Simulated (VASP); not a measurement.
# Nb3Tl (Pm-3n) in VASP: settings compared

Aim: see how the results for Nb3Tl move with the level of theory and the settings. Levels: r2SCAN, PBE. Tasks: electric field gradients.

All numbers are computed with VASP 6.6.1; they aren't measurements. Logs are shortened: lines on timing, memory, paths and dates and some standing lists are left out, and cuts for length are marked.

### 1 The cell of the first run

Symmetry: Pm-3n, No. 223, cubic system. The conventional cell has a = 5.297 Å, b = 5.297 Å, c = 5.297 Å, α = 90.00°, β = 90.00°, γ = 90.00°. Nb (site symmetry -4m2) has 10 Nb at 2.65 to 3.24 Å and 4 Tl at 2.96 Å within 3.5 Å. Tl (site symmetry m-3) has 12 Nb at 2.96 Å within 3.9 Å.

### 2 Electric field gradients, r2SCAN

POSCAR

```
Nb3Tl
1.0
    5.2970000000      0.0000000000      0.0000000000
    0.0000000000      5.2970000000      0.0000000000
    0.0000000000      0.0000000000      5.2970000000
Nb Tl
6 2
Direct
    0.2500000000      0.0000000000      0.5000000000
    0.5000000000      0.7500000000      0.0000000000
    0.7500000000      0.0000000000      0.5000000000
    0.5000000000      0.2500000000      0.0000000000
    0.0000000000      0.5000000000      0.7500000000
    0.0000000000      0.5000000000      0.2500000000
    0.0000000000      0.0000000000      0.0000000000
    0.5000000000      0.5000000000      0.5000000000
```

INCAR.step1

```
SYSTEM = Nb3Tl
PREC = Accurate
ENCUT = 520
ISMEAR = -1
SIGMA = 0.05
LREAL = .FALSE.
LASPH = .TRUE.
NELM = 60
NBANDS = 62
GGA = PE
ALGO = Normal
EDIFF = 1E-4
LWAVE = .TRUE.
LCHARG = .FALSE.
```

INCAR.step2

```
SYSTEM = Nb3Tl
PREC = Accurate
ENCUT = 520
EDIFF = 1E-8
ISMEAR = -1
SIGMA = 0.05
LREAL = .FALSE.
LASPH = .TRUE.
NELM = 60
ALGO = Normal
ISIF = 2
LWAVE = .FALSE.
LCHARG = .FALSE.
METAGGA = R2SCAN
LMIXTAU = .TRUE.
LEFG = .TRUE.
NBANDS = 62
ISTART = 1
```

KPOINTS

```
regular mesh
0
G
  6 6 6
  0 0 0
```

Potentials or basis: VASP PAW PBE potentials, release 64 (Nb_sv, Tl_d).

The run is started by

```bash
$ cat potpaw_PBE.64/Nb_sv/POTCAR potpaw_PBE.64/Tl_d/POTCAR > POTCAR
$ cp INCAR.step1 INCAR
$ mpirun -np 1 vasp_std > vasp.out
$ cp INCAR.step2 INCAR
$ mpirun -np 1 vasp_std > vasp.out
```

OUTCAR:

```text
SYSTEM = Nb3Tl
   PREC = Accurate
   ENCUT = 520
   EDIFF = 1E-8
   ISMEAR = -1
   LREAL = .FALSE.
   LASPH = .TRUE.
   NELM = 60
   ISIF = 2
   METAGGA = R2SCAN
   ISTART = 1

 ion  position               nearest neighbor table
   1  0.250  0.000  0.500-   3 2.65   3 2.65   8 2.96   7 2.96   8 2.96   7 2.96
   2  0.500  0.750  0.000-   4 2.65   4 2.65   8 2.96   8 2.96   7 2.96   7 2.96
   3  0.750  0.000  0.500-   1 2.65   1 2.65   8 2.96   7 2.96   8 2.96   7 2.96
   4  0.500  0.250  0.000-   2 2.65   2 2.65   8 2.96   8 2.96   7 2.96   7 2.96
   5  0.000  0.500  0.750-   6 2.65   6 2.65   8 2.96   7 2.96   7 2.96   8 2.96
   6  0.000  0.500  0.250-   5 2.65   5 2.65   8 2.96   7 2.96   7 2.96   8 2.96
   7  0.000  0.000  0.000-   1 2.96   2 2.96   3 2.96   4 2.96   5 2.96   6 2.96   1 2.96   3 2.96
                             5 2.96   6 2.96   2 2.96   4 2.96
   8  0.500  0.500  0.500-   1 2.96   2 2.96   3 2.96   4 2.96   5 2.96   6 2.96   2 2.96   4 2.96
                             1 2.96   3 2.96   5 2.96   6 2.96

  LATTYP: Found a simple cubic cell.
 ALAT       =     5.2970000000

  Lattice vectors:

 A1 = (   5.2970000000,   0.0000000000,   0.0000000000)
 A2 = (   0.0000000000,   5.2970000000,   0.0000000000)
 A3 = (   0.0000000000,   0.0000000000,   5.2970000000)

Analysis of symmetry for initial positions (statically):
=====================================================================
 Subroutine PRICEL returns:
 Original cell was already a primitive cell.

 Routine SETGRP: Setting up the symmetry group for a
 simple cubic supercell.

 Subroutine GETGRP returns: Found 48 space group operations
 (whereof 24 operations were pure point group operations)
 out of a pool of 48 trial point group operations.

The static configuration has the point symmetry T_h .
 The point group associated with its full space group is O_h .

Analysis of symmetry for dynamics (positions and initial velocities):
=====================================================================
 Subroutine PRICEL returns:
 Original cell was already a primitive cell.

 Routine SETGRP: Setting up the symmetry group for a
 simple cubic supercell.

 Subroutine GETGRP returns: Found 48 space group operations
 (whereof 24 operations were pure point group operations)
 out of a pool of 48 trial point group operations.

The dynamic configuration has the point symmetry T_h .
 The point group associated with its full space group is O_h .

 Subroutine INISYM returns: Found 48 space group operations
 (whereof 24 operations are pure point group operations),
 and found     1 'primitive' translations

----------------------------------------------------------------------------------------

                                     Primitive cell

  volume of cell :     148.6243

  direct lattice vectors                    reciprocal lattice vectors
     5.297000000  0.000000000  0.000000000     0.188786105  0.000000000  0.000000000
     0.000000000  5.297000000  0.000000000     0.000000000  0.188786105  0.000000000
     0.000000000  0.000000000  5.297000000     0.000000000  0.000000000  0.188786105

  length of vectors
     5.297000000  5.297000000  5.297000000     0.188786105  0.188786105  0.188786105

  position of ions in fractional coordinates (direct lattice)
     0.250000000  0.000000000  0.500000000
     0.500000000  0.750000000  0.000000000
     0.750000000  0.000000000  0.500000000
     0.500000000  0.250000000  0.000000000
     0.000000000  0.500000000  0.750000000
     0.000000000  0.500000000  0.250000000
     0.000000000  0.000000000  0.000000000
     0.500000000  0.500000000  0.500000000

  ion indices of the primitive-cell ions
   primitive index   ion index
                 1           1
                 2           2
                 3           3
                 4           4
                 5           5
                 6           6
                 7           7
                 8           8

[... 71 lines left out ...]
   NFREE  =      0    steps in history (QN), initial steepest desc. (CG)
   ISIF   =      2    stress and relaxation
   ISYM   =      2    0-nonsym 1-usesym 2-fastsym
   POTIM  = 0.5000    time-step for ionic-motion
   TEBEG  =    0.0;   TEEND  =   0.0 temperature during run
   PSTRESS=    0.0 pullay stress
   NELECT =     104.0000    total number of electrons
   NUPDOWN=      -1.0000    fix difference up-down
   EMIN   =  10.00;   EMAX   =-10.00  energy-range for DOS
   EFERMI =   0.00;   METHOD = LEGACY
   ISMEAR =    -1;   SIGMA  =   0.05  broadening in eV -4-tet -1-fermi 0-gaus
   EFERMI_NEDOS =   21; number of points for ismear=-14 and -15
   IALGO  =     38    algorithm
   IMIX   =      4    mixing-type and parameters
     AMIX     =   0.40;   BMIX     =  1.00
     AMIX_MAG =   1.60;   BMIX_MAG =  1.00
  volume/ion in A,a.u.               =      18.58       125.37
  Fermi-wavevector in a.u.,A,eV,Ry     =   1.453414  2.746554 28.741109  2.112412
  Thomas-Fermi vector in A             =   2.570683
   LORBIT       =      0    0 simple, 1 ext, 2 COOP (PROOUT), +10 PAW based schemes
   METAGGA = R2SCAN    functional components
   LHFCALC =     F    Hartree Fock is set to
   AEXX    =    0.0000 exact exchange contribution
   IVDW    =     0    specifies the selected vdW correction
   LEPSILON=     F    determine dielectric tensor
   LRPA    =     F    only Hartree local field effects (RPA)
 non-spin polarized calculation
  energy-cutoff  :      520.00
  volume of cell :      148.62
 maximum number of plane-waves:      4032
 NGX is ok and might be reduce to    40
   NGX = 19   NGY = 19   NGZ = 19

 number of electron     104.0000022 magnetization

 Free energy of the ion-electron system (eV)
  ---------------------------------------------------
  ext. energy  EPLUGINS =         0.00000000
  ---------------------------------------------------
  free energy    TOTEN  =      -254.31556031 eV

  energy without entropy =     -254.21961112  energy(sigma->0) =     -254.26758572

 E-fermi :  11.1305     XC(G=0): -13.4972

 val. band max:       11.1273707303   @ k =   0.1667   0.1667   0.0000
 cond. band min:      11.1344114163   @ k =   0.5000   0.1667   0.0000
 fundamental gap:      0.0070406860
 Fermi energy:        11.1304991993

 k-point     1 :       0.0000    0.0000    0.0000
  band No.  band energies     occupation
      1     -45.4273      2.00000
      2     -45.3491      2.00000
      3     -45.3491      2.00000
      4     -45.1141      2.00000
      5     -45.1141      2.00000
      6     -45.1141      2.00000
[... 1289 lines left out ...]
     61      13.7278      0.00000
     62      13.7278      0.00000

------------------------ aborting loop because EDIFF is reached ----------------------------------------

  FORCE on cell =-STRESS in cart. coord.  units (eV):
  Direction    XX          YY          ZZ          XY          YZ          ZX
  --------------------------------------------------------------------------------------
  -------------------------------------------------------------------------------------
  Total        2.3559006      2.3559006      2.3559006      0.0000000     -0.0000000     -0.0000000
  in kB       25.3967196     25.3967196     25.3967196      0.0000000     -0.0000000     -0.0000000
  external PRESSURE =      25.3967196 kB  Pullay stress =       0.0000000 kB

 VOLUME and BASIS-vectors are now :
 -----------------------------------------------------------------------------
  energy-cutoff  :      520.00
  volume of cell :      148.62
      direct lattice vectors                 reciprocal lattice vectors
     5.297000000  0.000000000  0.000000000     0.188786105  0.000000000  0.000000000
     0.000000000  5.297000000  0.000000000     0.000000000  0.188786105  0.000000000
     0.000000000  0.000000000  5.297000000     0.000000000  0.000000000  0.188786105

 POSITION                                       TOTAL-FORCE (eV/Angst)
 -----------------------------------------------------------------------------------
      1.32425      0.00000      2.64850        -0.000000     -0.000000     -0.000000
      2.64850      3.97275      0.00000        -0.000000      0.000000      0.000000
      3.97275      0.00000      2.64850         0.000000     -0.000000      0.000000
      2.64850      1.32425      0.00000        -0.000000     -0.000000     -0.000000
      0.00000      2.64850      3.97275         0.000000      0.000000      0.000000
      0.00000      2.64850      1.32425         0.000000      0.000000      0.000000
      0.00000      0.00000      0.00000         0.000000      0.000000      0.000000
      2.64850      2.64850      2.64850         0.000000      0.000000      0.000000
 -----------------------------------------------------------------------------------
    total drift:                                0.000000     -0.000000      0.000000

  FREE ENERGIE OF THE ION-ELECTRON SYSTEM (eV)
  ---------------------------------------------------
  free  energy   TOTEN  =      -254.3155603105 eV

  energy  without entropy=     -254.2196111249  energy(sigma->0) =     -254.26758572

 Electric field gradients (V/A^2)
---------------------------------------------------------------------
 ion       V_xx      V_yy      V_zz      V_xy      V_xz      V_yz
---------------------------------------------------------------------
   1      73.695   -36.847   -36.847    -0.000     0.000     0.000
   2     -36.847    73.695   -36.847     0.000     0.000    -0.000
   3      73.695   -36.847   -36.847     0.000     0.000    -0.000
   4     -36.847    73.695   -36.847     0.000     0.000    -0.000
   5     -36.847   -36.847    73.695    -0.000    -0.000     0.000
   6     -36.847   -36.847    73.695     0.000    -0.000     0.000
   7      -0.000     0.000     0.000     0.000    -0.000     0.000
   8       0.000    -0.000     0.000    -0.000    -0.000    -0.000
---------------------------------------------------------------------

 Electric field gradients after diagonalization (V/A^2)
 (convention: |V_zz| > |V_xx| > |V_yy|)
----------------------------------------------------------------------
 ion       V_xx      V_yy      V_zz     asymmetry (V_yy - V_xx)/ V_zz
----------------------------------------------------------------------
   1     -36.847   -36.847    73.695       0.000
   2     -36.847   -36.847    73.695       0.000
   3     -36.847   -36.847    73.695       0.000
   4     -36.847   -36.847    73.695       0.000
   5     -36.847   -36.847    73.695       0.000
   6     -36.847   -36.847    73.695       0.000
   7      -0.000     0.000     0.000       0.948
   8      -0.000     0.000     0.000       0.695
----------------------------------------------------------------------

           NMR quadrupolar parameters

 Cq : quadrupolar parameter    Cq=e*Q*V_zz/h
 eta: asymmetry parameters     (V_yy - V_xx)/ V_zz
 Q  : nuclear electric quadrupole moment in mb (millibarn)
----------------------------------------------------------------------
 ion       Cq(MHz)       eta       Q (mb)
----------------------------------------------------------------------
   1       0.178       0.000       1.000
   2       0.178       0.000       1.000
   3       0.178       0.000       1.000
   4       0.178       0.000       1.000
   5       0.178       0.000       1.000
   6       0.178       0.000       1.000
   7       0.000       0.948       1.000
   8       0.000       0.695       1.000
----------------------------------------------------------------------
```

It took 17 min on 1 thread of AMD EPYC 7R43 (Zen 3), shared host; peak memory 0.31 GiB.

What came out:

| Quantity | Value |
| --- | --- |
| Free energy | -254.3156 eV |
| Pressure | 2.5 GPa |
| Band gap on the k mesh | zero (bands 52 and 53 overlap by 0.65 eV) |
| Largest electric field gradient by atom | Nb +73.7; Tl -0.0 V/Å² |

Electric field gradients, principal values (V/Å²):
| atom | least | middle | greatest (by size) |
| --- | --- | --- | --- |
| 1 Nb | -36.847 | -36.847 | 73.695 |
| 2 Nb | -36.847 | -36.847 | 73.695 |
| 3 Nb | -36.847 | -36.847 | 73.695 |
| 4 Nb | -36.847 | -36.847 | 73.695 |
| 5 Nb | -36.847 | -36.847 | 73.695 |
| 6 Nb | -36.847 | -36.847 | 73.695 |
| 7 Tl | 0.000 | 0.000 | 0.000 |
| 8 Tl | 0.000 | 0.000 | 0.000 |

Caveat: without QUAD_EFG the Cq values of the log hold for a quadrupole moment of 1 mb, not for the nuclei; the PAW data sets were made with another functional, which shifts forces and pressure a little; spin-orbit coupling is left out, which moves the levels of the heavy elements.

[end of part 1 of 2]
